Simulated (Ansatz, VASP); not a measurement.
Ti2B2Os in VASP and in Ansatz

INCAR

```
  PREC = Accurate
  ENCUT = 520
  EDIFF = 1E-6
  ISMEAR = 0
  SIGMA = 0.1
  LREAL = False
  LASPH = True
  NELM = 150
  ALGO = Normal
  ISIF = 2
  LWAVE = False
  LCHARG = True
  ISPIN = 2
  MAGMOM = 1 1 0 0 1
  LORBIT = 11
  LMAXMIX = 4
  GGA = PE
  LELF = True
  LVHAR = True
  NBANDS = 31
```

KPOINTS

```
regular mesh
0
Gamma
  6 6 4
```

The input POSCAR:

```
Ti2B2Os
1.0
    4.0170518942      0.0000000000      0.0000000000
   -2.0085259471      3.4788689887      0.0000000000
    0.0000000000      0.0000000000      5.5027032234
Ti B Os
2 2 1
Direct
    0.3333333333      0.6666666667      0.5000000000
    0.6666666667      0.3333333333      0.5000000000
    0.0000000000      0.0000000000      0.3572762344
    0.0000000000      0.0000000000      0.6427237656
    0.0000000000      0.0000000000      0.0000000000
```

Input for Ansatz:

```yaml
crystal:
  lattice:
    - [4.0170518942, 0.0, 0.0]
    - [-2.0085259471, 3.4788689887, 0.0]
    - [0.0, 0.0, 5.5027032234]
  atoms:
    - { symbol: Ti, position: [0.3333333333, 0.6666666667, 0.5], spin: 1.0 }
    - { symbol: Ti, position: [0.6666666667, 0.3333333333, 0.5], spin: 1.0 }
    - { symbol: B, position: [0.0, 0.0, 0.3572762344] }
    - { symbol: B, position: [0.0, 0.0, 0.6427237656] }
    - { symbol: Os, position: [0.0, 0.0, 0.0], spin: 1.0 }
basis:
  ecutwfc: 420
kpoints:
  mp_grid: { grid: [6, 6, 4] }
hamiltonian:
  xc: pbe
scf:
  occupations: { method: gaussian, width: 0.1 }
  lower_state_search: "off"
output:
  forces: true
  stress: true
  eigenvalues: true
  populations: true
magnetization:
  spin_polarized: true
```

Alike in both runs: task single point; functional PBE; k mesh 6 × 6 × 4; occupations gaussian, width 0.1 eV; collinear spin.

```csv
,VASP,Ansatz
version,VASP 6.6.1,Ansatz 0.2.0
potentials or method,"VASP PAW PBE potentials, release 64 (Ti_sv, B, Os), cutoff 520 eV","scalar-relativistic, plane waves, PAW"
valence electrons in the cell,38,46
```

```tsv
	VASP	Ansatz	Ansatz less VASP
gap on the k mesh at the Fermi level (eV)	none	none	-
pressure (GPa)	1.3	1.0	-0.32
traceless stress, the component that is largest in VASP (GPa)	0.83	0.50	-0.330
rms of the force components (eV/Å)	0.045	0.020	-0.0243
net moment per atom (μB)	0.23	0.23	+0.001
size of the moment on the site where the two differ most (μB)	1.24	0.71	-0.526
```

Site moments also hang on the region over which each program counts them. Atom by atom the forces differ by 0.024 eV/Å (rms over components). A gap of «none» marks a metal or a gap that the smearing closes. VASP's potentials hold 38 valence electrons a cell and Ansatz's 46, so a difference there can come from the potentials and not from the codes.

Neither program's run includes spin-orbit coupling.
